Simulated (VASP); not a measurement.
Ta2NbO2, 5 atoms in the cell. The structure is hexagonal, space group P6/mmm (No. 191). The conventional cell has a = 4.595 Å, b = 4.595 Å, c = 3.972 Å, α = 90.00°, β = 90.00°, γ = 120.00°. Ta (site symmetry -6m2) has 2 O at 1.99 Å and 3 Ta at 2.65 Å within 2.7 Å. Nb (site symmetry 6/mmm) has 6 O at 2.65 Å and 12 Ta at 3.31 Å within 3.5 Å. Within 2.7 Å of O (site symmetry -6m2) lie 2 Ta at 1.99 Å and 3 Nb at 2.65 Å and 3 O at 2.65 Å. The cell was generated, and may not be a known phase.

* Program: VASP 6.6.1
* Task: single point
* Functional: PBE
* Potentials or basis: VASP PAW PBE potentials, release 64 (Ta_pv, Nb_sv, O)
* Cutoff: 520 eV
* k mesh: 12 × 12 × 10
* Occupations: gaussian, width 0.1 eV
* Spin: no spin polarisation
* Dipole correction: no
* Further INCAR settings: ALGO = Normal; EDIFF = 1e-06; NBANDS = 32

Potentials or basis: VASP PAW PBE potentials, release 64 (Ta_pv, Nb_sv, O).

Command:

```bash
$ cat potpaw_PBE.64/Ta_pv/POTCAR potpaw_PBE.64/Nb_sv/POTCAR potpaw_PBE.64/O/POTCAR > POTCAR
$ mpirun -np 1 vasp_std > vasp.out
```

Hardware: 1 thread of Intel Xeon 8259CL, on a shared host.

Q: How long does it take, and how much memory?

A: Wall time 6.6 min on 1 thread of Intel Xeon 8259CL, with other jobs on the host, peak memory 0.37 GiB. Counts: scf iterations 15, k points 114.
